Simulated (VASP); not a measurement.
# CdI2 (P-3m1) in VASP: notebook

The runs below take CdI2 through single point, with PBE+D3(BJ).

Program: VASP 6.6.1. These are calculated values, not measurements. Logs are shortened: lines on timing, memory, paths and dates and some standing lists are left out, and cuts for length are marked.

## Step 1: The cell of the first run

It takes space group P-3m1 (No. 164, trigonal). The conventional cell has a = 4.350 Å, b = 4.350 Å, c = 7.202 Å, α = 90.00°, β = 90.00°, γ = 120.00°. Within 4.1 Å of Cd (site symmetry -3m) lie 6 I at 3.09 Å. Within 4.1 Å of I (site symmetry 3m) lie 3 Cd at 3.09 Å.

## Step 2: Single point, PBE+D3(BJ) (strain +0.025 along x and y, +0.050 along z)

The input, INCAR:

```
SYSTEM = CdI2
PREC = Accurate
ENCUT = 500
EDIFF = 1E-6
ISMEAR = 0
SIGMA = 0.05
LREAL = .FALSE.
LASPH = .TRUE.
NELM = 120
ALGO = Normal
ISIF = 2
LWAVE = .FALSE.
LCHARG = .FALSE.
GGA = PE
IVDW = 12
NBANDS = 20
GGA_COMPAT = .FALSE.
```

The input, KPOINTS:

```
regular mesh
0
G
  9 9 4
  0 0 0
```

The input, POSCAR:

```
CdI2
1.0
    4.3500991951      0.0000000000      0.0000000000
   -2.1750495975      3.7672964119      0.0000000000
    0.0000000000      0.0000000000      7.2019500000
Cd I
1 2
Direct
    0.0000000000      0.0000000000      0.0000000000
    0.3333333333      0.6666666667      0.2492000000
    0.6666666667      0.3333333333      0.7508000000
```

Potentials or basis: VASP PAW PBE potentials, release 64 (Cd, I).

On the command line:

```bash
$ cat potpaw_PBE.64/Cd/POTCAR potpaw_PBE.64/I/POTCAR > POTCAR
$ mpirun -np 1 vasp_std > vasp.out
```

OUTCAR:

```text
SYSTEM = CdI2
   PREC = Accurate
   ENCUT = 500
   EDIFF = 1E-6
   ISMEAR = 0
   LREAL = .FALSE.
   LASPH = .TRUE.
   NELM = 120
   ISIF = 2
   GGA = PE
   IVDW = 12
 IVDW          = 12

 ion  position               nearest neighbor table
   1  0.000  0.000  0.000-   2 3.09   3 3.09   2 3.09   3 3.09   3 3.09   2 3.09
   2  0.333  0.667  0.249-   1 3.09   1 3.09   1 3.09
   3  0.667  0.333  0.751-   1 3.09   1 3.09   1 3.09

  LATTYP: Found a hexagonal cell.
 ALAT       =     4.3500991951
 C/A-ratio  =     1.6555829366

  Lattice vectors:

 A1 = (   4.3500991951,   0.0000000000,   0.0000000000)
 A2 = (  -2.1750495975,   3.7672964119,   0.0000000000)
 A3 = (   0.0000000000,   0.0000000000,   7.2019500000)

Analysis of symmetry for initial positions (statically):
=====================================================================
 Subroutine PRICEL returns:
 Original cell was already a primitive cell.

 Routine SETGRP: Setting up the symmetry group for a
 hexagonal supercell.

 Subroutine GETGRP returns: Found 12 space group operations
 (whereof 12 operations were pure point group operations)
 out of a pool of 24 trial point group operations.

The static configuration has the point symmetry D_3d.

Analysis of symmetry for dynamics (positions and initial velocities):
=====================================================================
 Subroutine PRICEL returns:
 Original cell was already a primitive cell.

 Routine SETGRP: Setting up the symmetry group for a
 hexagonal supercell.

 Subroutine GETGRP returns: Found 12 space group operations
 (whereof 12 operations were pure point group operations)
 out of a pool of 24 trial point group operations.

The dynamic configuration has the point symmetry D_3d.

 Subroutine INISYM returns: Found 12 space group operations
 (whereof 12 operations are pure point group operations),
 and found     1 'primitive' translations

----------------------------------------------------------------------------------------

                                     Primitive cell

  volume of cell :     118.0264

  direct lattice vectors                    reciprocal lattice vectors
     4.350099195  0.000000000  0.000000000     0.229879815  0.132721173  0.000000000
    -2.175049598  3.767296412  0.000000000     0.000000000  0.265442347  0.000000000
[... 83 lines left out ...]
   LSORBIT =      F    spin-orbit coupling
   LASPH  =      T    aspherical Exc in radial PAW
   ENCUT  =  500.0 eV  36.75 Ry    6.06 a.u.   7.93  7.93 13.13*2*pi/ulx,y,z
   NELM   =    120;   NELMIN=  2; NELMDL= -5     # of ELM steps
   EDIFF  = 0.1E-05   stopping-criterion for ELM
   LREAL  =      F    real-space projection
   EDIFFG = 0.1E-04   stopping-criterion for IOM
   NSW    =      0    number of steps for IOM
   IBRION =     -1    ionic relax: 0-MD 1-quasi-New 2-CG
   NFREE  =      0    steps in history (QN), initial steepest desc. (CG)
   ISIF   =      2    stress and relaxation
   ISYM   =      2    0-nonsym 1-usesym 2-fastsym
   POTIM  = 0.5000    time-step for ionic-motion
   TEBEG  =    0.0;   TEEND  =   0.0 temperature during run
   PSTRESS=    0.0 pullay stress
   NELECT =      26.0000    total number of electrons
   NUPDOWN=      -1.0000    fix difference up-down
   EMIN   =  10.00;   EMAX   =-10.00  energy-range for DOS
   EFERMI =   0.00;   METHOD = LEGACY
   ISMEAR =     0;   SIGMA  =   0.05  broadening in eV -4-tet -1-fermi 0-gaus
   EFERMI_NEDOS =   21; number of points for ismear=-14 and -15
   IALGO  =     38    algorithm
   IMIX   =      4    mixing-type and parameters
     AMIX     =   0.40;   BMIX     =  1.00
     AMIX_MAG =   1.60;   BMIX_MAG =  1.00
  volume/ion in A,a.u.               =      39.34       265.49
  Fermi-wavevector in a.u.,A,eV,Ry     =   0.988719  1.868408 13.300586  0.977565
  Thomas-Fermi vector in A             =   2.120266
   LORBIT       =      0    0 simple, 1 ext, 2 COOP (PROOUT), +10 PAW based schemes
   GGA     = PE    functional components
   LHFCALC =     F    Hartree Fock is set to
   AEXX    =    0.0000 exact exchange contribution
   IVDW    =    12    specifies the selected vdW correction
   LEPSILON=     F    determine dielectric tensor
   LRPA    =     F    only Hartree local field effects (RPA)
 non-spin polarized calculation
 Gauss-broadening in eV      SIGMA  =   0.05
  energy-cutoff  :      500.00
  volume of cell :      118.03
 maximum number of plane-waves:      3030
   NGX = 15   NGY = 15   NGZ = 27

 number of electron      26.0000013 magnetization

 Free energy of the ion-electron system (eV)
  ---------------------------------------------------
  ext. energy  EPLUGINS =         0.00000000
  ---------------------------------------------------
  free energy    TOTEN  =        -5.50755006 eV

  energy without entropy =       -5.50755006  energy(sigma->0) =       -5.50755006

 E-fermi :   1.3693     XC(G=0):  -8.1369

 val. band max:        1.1616468903   @ k =   0.1111  -0.0000   0.2500
 cond. band min:       3.3340524069   @ k =   0.0000   0.0000   0.0000
 fundamental gap:      2.1724055166
 Fermi energy:         1.3693472047

 k-point     1 :       0.0000    0.0000    0.0000
  band No.  band energies     occupation
      1     -10.5660      2.00000
      2     -10.0595      2.00000
      3      -6.2976      2.00000
      4      -6.2976      2.00000
      5      -6.2092      2.00000
      6      -6.1557      2.00000
[... 541 lines left out ...]
     19       8.8767      0.00000
     20       9.8233      0.00000

 [... further k-points ...]

------------------------ aborting loop because EDIFF is reached ----------------------------------------

 Edisp (eV)   -0.89983

 E8    (eV) :    -0.4032

  FORCE on cell =-STRESS in cart. coord.  units (eV):
  Direction    XX          YY          ZZ          XY          YZ          ZX
  --------------------------------------------------------------------------------------
  -------------------------------------------------------------------------------------
  Total      -1.63670    -1.63670    -1.86476    -0.00000     0.00000    -0.00000
  in kB     -22.21775   -22.21775   -25.31358    -0.00000     0.00000    -0.00000
  external pressure =      -23.25 kB  Pullay stress =        0.00 kB

 VOLUME and BASIS-vectors are now :
 -----------------------------------------------------------------------------
  energy-cutoff  :      500.00
  volume of cell :      118.03
      direct lattice vectors                 reciprocal lattice vectors
     4.350099195  0.000000000  0.000000000     0.229879815  0.132721173  0.000000000
    -2.175049598  3.767296412  0.000000000     0.000000000  0.265442347  0.000000000
     0.000000000  0.000000000  7.201950000     0.000000000  0.000000000  0.138851283

 POSITION                                       TOTAL-FORCE (eV/Angst)
 -----------------------------------------------------------------------------------
      0.00000      0.00000      0.00000        -0.000000      0.000000      0.000000
     -0.00000      2.51153      1.79473         0.000000     -0.000000     -0.387042
      2.17505      1.25577      5.40722        -0.000000      0.000000      0.387042
 -----------------------------------------------------------------------------------
    total drift:                                0.000000     -0.000000      0.000000

  FREE ENERGIE OF THE ION-ELECTRON SYSTEM (eV)
  ---------------------------------------------------
  free  energy   TOTEN  =        -6.4073832865 eV

  energy  without entropy=       -6.4073832865  energy(sigma->0) =       -6.40738329
```

stdout:

```text
POSCAR found type information on POSCAR CdI
 POSCAR found :  2 types and       3 ions
 scaLAPACK will be used
 LDA part: xc-table for (Slater+PW92), standard interpolation
 POSCAR, INCAR and KPOINTS ok, starting setup
 FFT: planning ... GRIDC
 FFT: planning ... GRID_SOFT
 FFT: planning ... GRID
 WAVECAR not read
 entering main loop
```

Run time: 33 s. Hardware: 1 thread of Intel Xeon 6975P-C (Granite Rapids), shared host; peak memory 0.28 GiB.

Results:

```
Free energy                : -6.4074 eV
Pressure                   : -2.3 GPa
Largest force              : 0.387 eV/Å
Band gap on the k mesh     : 2.17 eV (least direct gap 2.29 eV)
Dispersion energy per atom : -0.300 eV
```

Forces on the atoms (eV/Å):
```
Cd   0.000  0.000  0.000
I    0.000  0.000 -0.387
I    0.000  0.000  0.387
```

Levels at points of the mesh, in eV from the valence-band top:
| k point | band 9 | band 10 | band 11 | band 12 | band 13 | band 14 | band 15 | band 16 | band 17 | band 18 |
| --- | --- | --- | --- | --- | --- | --- | --- | --- | --- | --- |
| (0.00, 0.00, 0.00) | -0.23 | -0.23 | -0.22 | -0.12 | -0.12 | 2.17 | 4.55 | 6.33 | 6.33 | 8.18 |
| (0.00, 0.00, 0.50) | -1.36 | -0.32 | -0.32 | -0.01 | -0.01 | 3.16 | 4.50 | 6.17 | 6.17 | 7.69 |

Caveat: the cell differs from its parent crystal (strain +0.025 along x and y, +0.050 along z); spin-orbit coupling is left out, which moves the levels of the heavy elements; an odd mesh through Γ misses points on the zone boundary, where band edges can lie.

## Step 3: Single point, PBE+D3(BJ) (strain +0.050 along x and y, +0.025 along z)

The input, INCAR:

```
SYSTEM = CdI2
PREC = Accurate ; ENCUT = 500
EDIFF = 1E-6 ; ISMEAR = 0
SIGMA = 0.05 ; LREAL = .False.
LASPH = .True. ; NELM = 120
ALGO = Normal ; ISIF = 2
LWAVE = .False. ; LCHARG = .False.
GGA = PE ; IVDW = 12
NBANDS = 20 ; GGA_COMPAT = .False.
```

The input, KPOINTS:

```
Automatic mesh
0
Gamma
  9 9 4
  0 0 0
```

The input, POSCAR:

```
CdI2
1.0
    4.4561991755      0.0000000000      0.0000000000
   -2.2280995877      3.8591816903      0.0000000000
    0.0000000000      0.0000000000      7.0304750000
Cd I
1 2
Direct
    0.0000000000      0.0000000000      0.0000000000
    0.3333333333      0.6666666667      0.2492000000
    0.6666666667      0.3333333333      0.7508000000
```

Potentials or basis: VASP PAW PBE potentials, release 64 (Cd, I).

On the command line:

```bash
$ cat potpaw_PBE.64/Cd/POTCAR potpaw_PBE.64/I/POTCAR > POTCAR
$ mpirun -np 1 vasp_std > vasp.out
```

It took 31 s on 1 thread of Intel Xeon 6975P-C (Granite Rapids), shared host; peak memory 0.29 GiB.

It converged, with:

```yaml
Free_energy: -6.3555 eV
Pressure: -2.8 GPa
Largest_force: 0.381 eV/Å
Band_gap_on_the_k_mesh: 2.04 eV (least direct gap 2.05 eV)
Dispersion_energy_per_atom: -0.291 eV
```

Forces in eV/Å, atoms in the order of the input:
```
Cd   0.000  0.000  0.000
I    0.000  0.000 -0.381
I    0.000  0.000  0.381
```

Stress tensor (GPa, compression positive):
```
-3.07  0.00  0.00
 0.00 -3.07  0.00
 0.00  0.00 -2.33
```

Levels at points of the mesh, in eV from the valence-band top:
```tsv
k point	band 10	band 11	band 12	band 13	band 14	band 15	band 16	band 17
(0.00, 0.00, 0.00)	-0.27	-0.21	-0.21	-0.01	2.04	4.45	6.18	6.18
(0.00, 0.00, 0.50)	-0.38	-0.38	-0.08	-0.08	3.00	4.41	5.99	5.99
```

Caveat: the cell differs from its parent crystal (strain +0.050 along x and y, +0.025 along z); spin-orbit coupling is left out, which moves the levels of the heavy elements; an odd mesh through Γ misses points on the zone boundary, where band edges can lie.

## Step 4: Single point, PBE+D3(BJ) (strain +0.050 along x and y, +0.050 along z)

The input, INCAR:

```
SYSTEM = CdI2
PREC = Accurate
ENCUT = 500
EDIFF = 1E-6
ISMEAR = 0
SIGMA = 0.05
LREAL = .False.
LASPH = .True.
NELM = 120
ALGO = Normal
ISIF = 2
LWAVE = .False.
LCHARG = .True.
GGA = PE
IVDW = 12
LELF = .True.
LVHAR = .True.
NBANDS = 20
GGA_COMPAT = .False.
```

The input, KPOINTS:

```
regular mesh
0
Gamma
  9 9 4
  0 0 0
```

Edit POSCAR of step 3 so:

```diff
@@ -4,3 +4,3 @@
    -2.2280995877      3.8591816903      0.0000000000
-    0.0000000000      0.0000000000      7.0304750000
+    0.0000000000      0.0000000000      7.2019500000
 Cd I
```

On the command line:

```bash
$ cat potpaw_PBE.64/Cd/POTCAR potpaw_PBE.64/I/POTCAR > POTCAR
$ mpirun -np 1 vasp_std > vasp.out
```

Wall time 33 s (1 thread of Intel Xeon 6975P-C (Granite Rapids), shared host); peak memory 0.29 GiB.

The run converged. Its results:

- Free energy: -6.3059 eV
- Pressure: -3.2 GPa
- Largest force: 0.516 eV/Å
- Band gap on the k mesh: 2.03 eV (least direct gap 2.11 eV)
- Dispersion energy per atom: -0.284 eV

Forces on the atoms (eV/Å):
```
Cd   0.000  0.000  0.000
I    0.000  0.000 -0.516
I    0.000  0.000  0.516
```

Stress tensor (GPa, compression positive):
```
-3.31  0.00  0.00
 0.00 -3.31  0.00
 0.00  0.00 -3.06
```

Levels at points of the mesh, in eV from the valence-band top:
```csv
k point,band 11,band 12,band 13,band 14,band 15,band 16
"(0.00, 0.00, 0.00)",-0.13,-0.13,-0.07,2.03,4.54,6.25
"(0.00, 0.00, 0.50)",-0.30,-0.02,-0.02,2.95,4.47,6.09
```

Caveat: the cell differs from its parent crystal (strain +0.050 along x and y, +0.050 along z); the cell stands under tension; spin-orbit coupling is left out, which moves the levels of the heavy elements; an odd mesh through Γ misses points on the zone boundary, where band edges can lie.

(Part 1 of 2 ends here.)
